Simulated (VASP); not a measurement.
SiNi3, 4 atoms in the cell. Symmetry: Pm-3m, No. 221, cubic system. Conventional cell: a = 3.542 Å, b = 3.542 Å, c = 3.542 Å, α = 90.00°, β = 90.00°, γ = 90.00°. Within 3.3 Å of Ni (site symmetry 4/mmm) lie 8 Ni at 2.50 Å and 4 Si at 2.50 Å. Si (site symmetry m-3m) has 12 Ni at 2.50 Å within 3.3 Å. 

```yaml
Program: VASP 6.6.1
Task: single point
Functional: PBE
Potentials_or_basis: VASP PAW PBE potentials, release 64 (Ni_sv_GW, Si)
Cutoff: 690 eV
k_mesh: 6 × 6 × 6
Occupations: fermi-dirac, width 0.05 eV
Spin: collinear spin, ferromagnetic start
Starting_moments: "[0.266667, 0.266667, 0.266667, 0.0] μB"
Fixed_moment: 0.8 μB
Dipole_correction: no
Further_INCAR_settings: ALGO = Normal; EDIFF = 1e-06; NBANDS = 41
```

Potentials or basis: VASP PAW PBE potentials, release 64 (Ni_sv_GW, Si).

The run is started by

```sh
$ cat potpaw_PBE.64/Ni_sv_GW/POTCAR potpaw_PBE.64/Si/POTCAR > POTCAR
$ mpirun -np 1 vasp_std > vasp.out
```

Hardware: 1 thread of Intel(R) Xeon(R) Platinum 8488C (Sapphire Rapids), on a shared host.

How long does it take, and how much memory?

It took 2.1 min on 1 thread of Intel(R) Xeon(R) Platinum 8488C (Sapphire Rapids), with other jobs on the host, peak memory 0.24 GiB. Counts: scf iterations 14, k points 20.
